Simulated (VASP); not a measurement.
A run of VASP 6.6.1:

Contents of INCAR:

```
PREC     = Accurate       # precision mode
ENCUT    = 600            # plane-wave cutoff, eV
EDIFF    = 1E-6           # SCF threshold, eV
ISMEAR   = 0              # smearing method
SIGMA    = 0.02           # smearing width, eV
LREAL    = False          # projectors in reciprocal space
LASPH    = True           # aspherical terms in the spheres
NELM     = 120            # most SCF steps
ALGO     = Normal         # electronic algorithm
ISIF     = 2              # what is computed and relaxed
LWAVE    = False          # write WAVECAR
LCHARG   = False          # write CHGCAR
GGA      = PE             # functional
NBANDS   = 11             # bands
GGA_COMPAT= False
```

Contents of KPOINTS:

```
Automatic mesh
0
Gamma
  10 10 10
```

File POSCAR:

```
SiC
1.0
    0.0000000000      2.1451361322      2.1451361322
    2.1451361322      0.0000000000      2.1451361322
    2.1451361322      2.1451361322      0.0000000000
Si C
1 1
Direct
    0.0000000000      0.0000000000      0.0000000000
    0.2500000000      0.2500000000      0.2500000000
```

Potentials or basis: VASP PAW PBE potentials, release 64 (Si, C).

Launch:

```bash
$ cat potpaw_PBE.64/Si/POTCAR potpaw_PBE.64/C/POTCAR > POTCAR
$ mpirun -np 1 vasp_std > vasp.out
```

Hardware: 1 thread of Intel(R) Xeon(R) Platinum 8259CL CPU @ 2.50GHz (Skylake/Cascade Lake), on a shared host.

Problem. Estimate the wall time of this run.

Solution. Wall time 6.5 s on 1 thread of Intel(R) Xeon(R) Platinum 8259CL CPU @ 2.50GHz (Skylake/Cascade Lake), on a shared host, peak memory 0.14 GiB. Counts: scf iterations 12, k points 47.
